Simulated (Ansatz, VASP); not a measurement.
# One calculation of B2AsN, two programs

```
N B As
1.0
     2.95846    0.00000    0.00000
     0.00000    2.95846    0.00000
     0.00000    0.00000    4.23129
N B As
1 2 1
Cartesian
  0.0000 0.0000 0.0000
  0.0000 1.4792 3.3908
  1.4792 0.0000 0.8405
  1.4792 1.4792 2.1156
```

Alike in both runs: task single point; functional r2SCAN; k mesh 8 × 8 × 6; occupations fermi-dirac, width 0.02 eV; no spin polarisation.

|  | VASP | Ansatz |
| --- | --- | --- |
| version | VASP 6.6.1 | Ansatz 0.2.0 |
| potentials or method | VASP PAW PBE potentials, release 64 (N, B, As_d) | plane waves, PAW |
| plane-wave cutoff (eV) | 770 | 500 |
| valence electrons in the cell | 26 | 26 |

Ansatz gave:

- pressure (GPa): 6.9
- rms of the force components (eV/Å): 0.075

**Question.** What did VASP give for the same quantities?

**Answer.** Pressure (GPa): 7.2; rms of the force components (eV/Å): 0.084.

VASP's potentials were made for PBE, not for r2SCAN. The functional is the same, so the differences come from potentials, cutoffs and numerics.
